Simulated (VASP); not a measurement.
# GaAs (P6_3/mmc) in VASP: settings compared

GaAs is run at these levels: LDA, r2SCAN; tasks: single point.

Everything below comes from runs of VASP 6.6.1. Logs are shortened: lines on timing, memory, paths and dates and some standing lists are left out, and cuts for length are marked.

### 1 The cell of the first run

It takes space group P6_3/mmc (No. 194, hexagonal). Conventional cell: a = 4.250 Å, b = 4.250 Å, c = 5.773 Å, α = 90.00°, β = 90.00°, γ = 120.00°. Within 3.2 Å of Ga (site symmetry -6m2) lie 5 As at 2.45 to 2.89 Å. As (site symmetry -6m2) has 5 Ga at 2.45 to 2.89 Å within 3.2 Å.

### 2 Single point, LDA

File INCAR:

```
PREC = Accurate
ENCUT = 520
EDIFF = 1E-6
ISMEAR = -1
SIGMA = 0.02
LREAL = F
LASPH = T
NELM = 60
ALGO = Normal
ISIF = 2
LWAVE = F
LCHARG = T
LELF = T
LVHAR = T
NBANDS = 26
```

File KPOINTS:

```
regular mesh
0
Gamma
  6 6 4
```

File POSCAR:

```
GaAs
1.0
    4.2497555659      0.0000000000      0.0000000000
   -2.1248777830      3.6803962799      0.0000000000
    0.0000000000      0.0000000000      5.7732405026
Ga As
2 2
Direct
    0.3333333333      0.6666666667      0.2500000000
    0.6666666667      0.3333333333      0.7500000000
    0.6666666667      0.3333333333      0.2500000000
    0.3333333333      0.6666666667      0.7500000000
```

Potentials or basis: VASP PAW LDA potentials, release 64 (Ga_d, As).

Command:

```console
$ cat potpaw_LDA.64/Ga_d/POTCAR potpaw_LDA.64/As/POTCAR > POTCAR
$ mpirun -np 1 vasp_std > vasp.out
```

OUTCAR:

```text
PREC = Accurate
   ENCUT = 520
   EDIFF = 1E-6
   ISMEAR = -1
   LREAL = F
   LASPH = T
   NELM = 60
   ISIF = 2

 ion  position               nearest neighbor table
   1  0.333  0.667  0.250-   3 2.45   3 2.45   3 2.45   4 2.89   4 2.89
   2  0.667  0.333  0.750-   4 2.45   4 2.45   4 2.45   3 2.89   3 2.89
   3  0.667  0.333  0.250-   1 2.45   1 2.45   1 2.45   2 2.89   2 2.89
   4  0.333  0.667  0.750-   2 2.45   2 2.45   2 2.45   1 2.89   1 2.89

  LATTYP: Found a hexagonal cell.
 ALAT       =     4.2497555659
 C/A-ratio  =     1.3584876620

  Lattice vectors:

 A1 = (   4.2497555659,   0.0000000000,   0.0000000000)
 A2 = (  -2.1248777830,   3.6803962799,   0.0000000000)
 A3 = (   0.0000000000,   0.0000000000,   5.7732405026)

Analysis of symmetry for initial positions (statically):
=====================================================================
 Subroutine PRICEL returns:
 Original cell was already a primitive cell.

 Routine SETGRP: Setting up the symmetry group for a
 hexagonal supercell.

 Subroutine GETGRP returns: Found 24 space group operations
 (whereof 12 operations were pure point group operations)
 out of a pool of 24 trial point group operations.

The static configuration has the point symmetry D_3d.
 The point group associated with its full space group is D_6h.

Analysis of symmetry for dynamics (positions and initial velocities):
=====================================================================
 Subroutine PRICEL returns:
 Original cell was already a primitive cell.

 Routine SETGRP: Setting up the symmetry group for a
 hexagonal supercell.

 Subroutine GETGRP returns: Found 24 space group operations
 (whereof 12 operations were pure point group operations)
 out of a pool of 24 trial point group operations.

The dynamic configuration has the point symmetry D_3d.
 The point group associated with its full space group is D_6h.

 Subroutine INISYM returns: Found 24 space group operations
 (whereof 12 operations are pure point group operations),
 and found     1 'primitive' translations

----------------------------------------------------------------------------------------

                                     Primitive cell

  volume of cell :      90.2980

  direct lattice vectors                    reciprocal lattice vectors
     4.249755566  0.000000000  0.000000000     0.235307651  0.135854936  0.000000000
    -2.124877783  3.680396280  0.000000000     0.000000000  0.271709871  0.000000000
     0.000000000  0.000000000  5.773240503     0.000000000  0.000000000  0.173212947

  length of vectors
     4.249755566  4.249755566  5.773240503     0.271709871  0.271709871  0.173212947

  position of ions in fractional coordinates (direct lattice)
     0.333333333  0.666666667  0.250000000
     0.666666667  0.333333333  0.750000000
     0.666666667  0.333333333  0.250000000
     0.333333333  0.666666667  0.750000000

  ion indices of the primitive-cell ions
   primitive index   ion index
                 1           1
                 2           2
                 3           3
                 4           4

----------------------------------------------------------------------------------------

 KPOINTS: regular mesh

Automatic generation of k-mesh.
 Grid dimensions read from file:
 generate k-points for:    6    6    4

 Generating k-lattice:

  Cartesian coordinates                     Fractional coordinates (reciprocal lattice)
     0.039217942  0.022642489  0.000000000     0.166666667  0.000000000  0.000000000
     0.000000000  0.045284979  0.000000000     0.000000000  0.166666667  0.000000000
     0.000000000  0.000000000  0.043303237     0.000000000  0.000000000  0.250000000

  Length of vectors
     0.045284979  0.045284979  0.043303237

  Shift w.r.t. Gamma in fractional coordinates (k-lattice)
     0.000000000  0.000000000  0.000000000

 Subroutine IBZKPT returns following result:
 ===========================================

 Found     21 irreducible k-points:

 Following reciprocal coordinates:
            Coordinates               Weight
  0.000000  0.000000  0.000000      1.000000
  0.166667  0.000000  0.000000      6.000000
  0.333333  0.000000  0.000000      6.000000
  0.500000  0.000000  0.000000      3.000000
  0.166667  0.166667  0.000000      6.000000
  0.333333  0.166667  0.000000     12.000000
[... 13 lines left out ...]
  0.333333  0.166667  0.500000     12.000000
  0.333333  0.333333  0.500000      2.000000
   k-points           NKPTS =     21   k-points in BZ     NKDIM =     21   number of bands    NBANDS=     26
   number of dos      NEDOS =    301   number of ions     NIONS =      4
   total plane-waves  NPLWV =  49152
   dimension x,y,z NGX =    32 NGY =   32 NGZ =   48
   dimension x,y,z NGXF=    64 NGYF=   64 NGZF=   96
   ions per type =               2   2
   NGX,Y,Z   is equivalent  to a cutoff of  12.52, 12.52, 13.82 a.u.
   NGXF,Y,Z  is equivalent  to a cutoff of  25.04, 25.04, 27.64 a.u.
 SYSTEM =  unknown system
   PREC   = accura    normal or accurate (medium, high low for compatibility)
   ISTART =      0    job   : 0-new  1-cont  2-samecut
   ICHARG =      2    charge: 1-file 2-atom 10-const
   ISPIN  =      1    spin polarized calculation?
   LNONCOLLINEAR =      F non collinear calculations
   LSORBIT =      F    spin-orbit coupling
   LASPH  =      T    aspherical Exc in radial PAW
   ENCUT  =  520.0 eV  38.22 Ry    6.18 a.u.   7.90  7.90 10.73*2*pi/ulx,y,z
   NELM   =     60;   NELMIN=  2; NELMDL= -5     # of ELM steps
   EDIFF  = 0.1E-05   stopping-criterion for ELM
   LREAL  =      F    real-space projection
   EDIFFG = 0.1E-04   stopping-criterion for IOM
   NSW    =      0    number of steps for IOM
   IBRION =     -1    ionic relax: 0-MD 1-quasi-New 2-CG
   NFREE  =      0    steps in history (QN), initial steepest desc. (CG)
   ISIF   =      2    stress and relaxation
   ISYM   =      2    0-nonsym 1-usesym 2-fastsym
   POTIM  = 0.5000    time-step for ionic-motion
   TEBEG  =    0.0;   TEEND  =   0.0 temperature during run
   PSTRESS=    0.0 pullay stress
   NELECT =      36.0000    total number of electrons
   NUPDOWN=      -1.0000    fix difference up-down
   EMIN   =  10.00;   EMAX   =-10.00  energy-range for DOS
   EFERMI =   0.00;   METHOD = LEGACY
   ISMEAR =    -1;   SIGMA  =   0.02  broadening in eV -4-tet -1-fermi 0-gaus
   EFERMI_NEDOS =   21; number of points for ismear=-14 and -15
   IALGO  =     38    algorithm
   IMIX   =      4    mixing-type and parameters
     AMIX     =   0.40;   BMIX     =  1.00
     AMIX_MAG =   1.60;   BMIX_MAG =  1.00
  volume/ion in A,a.u.               =      22.57       152.34
  Fermi-wavevector in a.u.,A,eV,Ry     =   1.204896  2.276923 19.752593  1.451775
  Thomas-Fermi vector in A             =   2.340608
   LORBIT       =      0    0 simple, 1 ext, 2 COOP (PROOUT), +10 PAW based schemes
   GGA     = CA    functional components
   LHFCALC =     F    Hartree Fock is set to
   AEXX    =    0.0000 exact exchange contribution
   IVDW    =     0    specifies the selected vdW correction
   LEPSILON=     F    determine dielectric tensor
   LRPA    =     F    only Hartree local field effects (RPA)
 non-spin polarized calculation
  energy-cutoff  :      520.00
  volume of cell :       90.30
 maximum number of plane-waves:      2444
 NGX is ok and might be reduce to    32
   NGX = 15   NGY = 15   NGZ = 21

 number of electron      36.0000020 magnetization

 Free energy of the ion-electron system (eV)
  ---------------------------------------------------
  ext. energy  EPLUGINS =         0.00000000
  ---------------------------------------------------
  free energy    TOTEN  =       -17.97170395 eV

  energy without entropy =      -17.97016409  energy(sigma->0) =      -17.97093402

 E-fermi :   3.7927     XC(G=0):  -9.9588

 val. band max:        3.7924381272   @ k =   0.5000   0.0000   0.2500
 cond. band min:       3.8305074547   @ k =   0.0000   0.0000   0.0000
 fundamental gap:      0.0380693275
 Fermi energy:         3.7927225102

 k-point     1 :       0.0000    0.0000    0.0000
  band No.  band energies     occupation
      1     -11.2584      2.00000
      2     -11.1438      2.00000
      3     -11.1438      2.00000
      4     -11.1437      2.00000
      5     -11.1437      2.00000
      6     -11.1368      2.00000
[... 18 lines left out ...]
     25       9.6011      0.00000
     26      10.2025      0.00000

 k-point     2 :       0.1667    0.0000    0.0000
  band No.  band energies     occupation
      1     -11.2549      2.00000
      2     -11.1595      2.00000
      3     -11.1383      2.00000
      4     -11.1378      2.00000
      5     -11.1347      2.00000
      6     -11.1283      2.00000
[... 18 lines left out ...]
     25       9.8447      0.00000
     26      10.8817      0.00000

 k-point     3 :       0.3333    0.0000    0.0000
  band No.  band energies     occupation
      1     -11.2493      2.00000
      2     -11.1857      2.00000
      3     -11.1276      2.00000
      4     -11.1241      2.00000
      5     -11.1180      2.00000
      6     -11.1151      2.00000
[... 18 lines left out ...]
     25      10.6178      0.00000
     26      10.7824      0.00000

 k-point     4 :       0.5000    0.0000    0.0000
  band No.  band energies     occupation
      1     -11.2465      2.00000
      2     -11.1989      2.00000
      3     -11.1222      2.00000
      4     -11.1171      2.00000
      5     -11.1097      2.00000
      6     -11.1084      2.00000
[... 18 lines left out ...]
     25      11.6008      0.00000
     26      11.8179      0.00000
[... 409 lines left out ...]
      1     -11.1971      2.00000
      2     -11.1971      2.00000
      3     -11.1375      2.00000
      4     -11.1375      2.00000
      5     -11.1272      2.00000
      6     -11.1272      2.00000
[... 18 lines left out ...]
     25      10.5426      0.00000
     26      10.5426      0.00000

 k-point    20 :       0.3333    0.1667    0.5000
  band No.  band energies     occupation
      1     -11.1982      2.00000
      2     -11.1982      2.00000
      3     -11.1343      2.00000
      4     -11.1343      2.00000
      5     -11.1168      2.00000
      6     -11.1168      2.00000
[... 18 lines left out ...]
     25      11.4969      0.00000
     26      11.4969      0.00000

 k-point    21 :       0.3333    0.3333    0.5000
  band No.  band energies     occupation
      1     -11.1940      2.00000
      2     -11.1940      2.00000
      3     -11.1368      2.00000
      4     -11.1368      2.00000
      5     -11.1137      2.00000
      6     -11.1137      2.00000
[... 18 lines left out ...]
     25       9.8017      0.00000
     26       9.8017      0.00000

------------------------ aborting loop because EDIFF is reached ----------------------------------------

  FORCE on cell =-STRESS in cart. coord.  units (eV):
  Direction    XX          YY          ZZ          XY          YZ          ZX
  --------------------------------------------------------------------------------------
  -------------------------------------------------------------------------------------
  Total       -1.0065460     -1.0065460     -1.7945100      0.0000000      0.0000000     -0.0000000
  in kB      -17.8593655    -17.8593655    -31.8403822      0.0000000      0.0000000     -0.0000000
  external PRESSURE =     -22.5197044 kB  Pullay stress =       0.0000000 kB

 VOLUME and BASIS-vectors are now :
 -----------------------------------------------------------------------------
  energy-cutoff  :      520.00
  volume of cell :       90.30
      direct lattice vectors                 reciprocal lattice vectors
     4.249755566  0.000000000  0.000000000     0.235307651  0.135854936  0.000000000
    -2.124877783  3.680396280  0.000000000     0.000000000  0.271709871  0.000000000
     0.000000000  0.000000000  5.773240503     0.000000000  0.000000000  0.173212947

 POSITION                                       TOTAL-FORCE (eV/Angst)
 -----------------------------------------------------------------------------------
     -0.00000      2.45360      1.44331        -0.000000     -0.000000     -0.000000
      2.12488      1.22680      4.32993        -0.000000      0.000000      0.000000
      2.12488      1.22680      1.44331        -0.000000      0.000000      0.000000
     -0.00000      2.45360      4.32993         0.000000      0.000000      0.000000
 -----------------------------------------------------------------------------------
    total drift:                                0.000000     -0.000000      0.000000

  FREE ENERGIE OF THE ION-ELECTRON SYSTEM (eV)
  ---------------------------------------------------
  free  energy   TOTEN  =       -17.9717039462 eV

  energy  without entropy=      -17.9701640916  energy(sigma->0) =      -17.97093402
```

It took 34 s on 1 thread of Intel Xeon 6975P-C, shared host; peak memory 0.19 GiB.

Results:

```
Free energy            : -17.9717 eV
Pressure               : -2.3 GPa
Band gap on the k mesh : zero (band 18 reaches 4.06 eV, above the bottom of band 19 at 3.06 eV)
```

### 3 Single point, r2SCAN

POSCAR is that of step 2.

File INCAR.step1:

```
SYSTEM = GaAs
  ALGO = Normal
  EDIFF = 1E-4
  ENCUT = 520
  GGA = PE
  ISMEAR = -1
  LASPH = .TRUE.
  LCHARG = .FALSE.
  LREAL = .FALSE.
  LWAVE = .TRUE.
  NBANDS = 26
  NELM = 80
  PREC = Accurate
  SIGMA = 0.02
```

File INCAR.step2:

```
SYSTEM = GaAs
  ALGO = Normal
  EDIFF = 1E-7
  ENCUT = 520
  ISIF = 2
  ISMEAR = -1
  ISTART = 1
  LASPH = .TRUE.
  LCHARG = .FALSE.
  LMIXTAU = .TRUE.
  LREAL = .FALSE.
  LWAVE = .FALSE.
  METAGGA = R2SCAN
  NBANDS = 26
  NELM = 80
  PREC = Accurate
  SIGMA = 0.02
```

File KPOINTS:

```
k-points
0
G
  6 6 4
  0 0 0
```

Potentials or basis: VASP PAW PBE potentials, release 64 (Ga_d, As).

Command:

```console
$ cat potpaw_PBE.64/Ga_d/POTCAR potpaw_PBE.64/As/POTCAR > POTCAR
$ cp INCAR.step1 INCAR
$ mpirun -np 1 vasp_std > vasp.out
$ cp INCAR.step2 INCAR
$ mpirun -np 1 vasp_std > vasp.out
```

Wall time 2.9 min (1 thread of Intel Xeon 6975P-C, shared host); peak memory 0.24 GiB.

Results (log left out):

```yaml
Free_energy: -52.5393 eV
Pressure: 0.1 GPa
Band_gap_on_the_k_mesh: zero (band 18 reaches 4.00 eV, above the bottom of band 19 at 2.92 eV)
```

Stress tensor (GPa, compression positive):
```
 0.11  0.00  0.00
 0.00  0.11  0.00
 0.00  0.00 -0.01
```

Levels at points of the mesh, in eV from the Fermi level:
```csv
k point,band 15,band 16,band 17,band 18,band 19,band 20,band 21,band 22
"(0.00, 0.00, 0.00)",-2.46,-2.46,-0.72,-0.72,0.41,0.81,3.03,3.03
"(0.50, 0.00, 0.00)",-3.79,-3.74,-2.02,-1.76,-0.33,2.55,5.45,6.33
"(0.00, 0.00, 0.50)",-1.69,-1.69,-1.69,-1.69,-0.14,-0.14,3.73,3.73
"(0.50, 0.00, 0.50)",-2.94,-2.94,-0.70,-0.70,1.39,1.39,2.86,2.86
```

Caveat: the PAW data sets were made with another functional, which shifts forces and pressure a little.
